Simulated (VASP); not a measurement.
SnO2:

```
CELL_PARAMETERS angstrom
4.72127 0.00000 0.00000
0.00000 4.72425 0.00000
0.00000 0.00000 3.19002
ATOMIC_POSITIONS crystal
Sn 0.48941 0.49124 0.49132
Sn 0.01857 0.99884 0.98305
O 0.31070 0.31452 0.02533
O 0.80809 0.18333 0.49500
O 0.19409 0.80785 0.49998
O 0.67914 0.70421 0.00532
```

```yaml
Program: VASP 6.6.1
Task: relaxation of cell and atoms
Functional: LDA
Potentials_or_basis: VASP PAW LDA potentials, release 64 (Sn_d, O)
Cutoff: 600 eV
k_mesh: 6 × 6 × 8
Occupations: gaussian, width 0.05 eV
Spin: no spin polarisation
```

At the start: pressure 3.4 GPa; volume 11.86 Å³/atom.

Question: Where does the relaxation end?

Answer: Over 16 steps the energy falls by 64.9 meV/atom and the volume is 11.90 Å³/atom (+0.4 %); space group P1 (No. 1, to 0.1 Å) before, P4_2/mnm (No. 136, to 0.1 Å).

The path:
```csv
step,energy change (eV),largest force (eV/Å),pressure (GPa),volume (Å³)
1,0.0000,3.6631,3.45,71.15
2,-0.1131,2.2950,-6.18,73.80
3,-0.3371,0.5535,-3.06,72.47
4,-0.3598,0.5010,2.89,70.48
5,-0.3657,0.3641,0.95,71.09
6,-0.3781,0.2369,0.21,71.31
7,-0.3794,0.2857,-0.09,71.41
8,-0.3866,0.1146,-0.18,71.47
9,-0.3874,0.1460,-0.22,71.50
10,-0.3886,0.0617,0.26,71.35
11,-0.3886,0.0478,0.21,71.36
12,-0.3889,0.0365,-0.19,71.48
13,-0.3889,0.0363,-0.14,71.47
14,-0.3891,0.0159,0.01,71.41
15,-0.3891,0.0207,0.04,71.40
16,-0.3892,0.0085,0.00,71.41
```

Final structure:
```
Sn O
1.0
     4.72890   -0.00007    0.00008
    -0.00009    4.72369   -0.00008
     0.00004   -0.00003    3.19689
Sn O
2 4
Direct
  0.50008 0.50002 0.49990
  0.00009 0.99999 0.00004
  0.30689 0.30519 0.99997
  0.80709 0.19490 0.50009
  0.19294 0.80493 0.50008
  0.69290 0.69496 0.99992
```
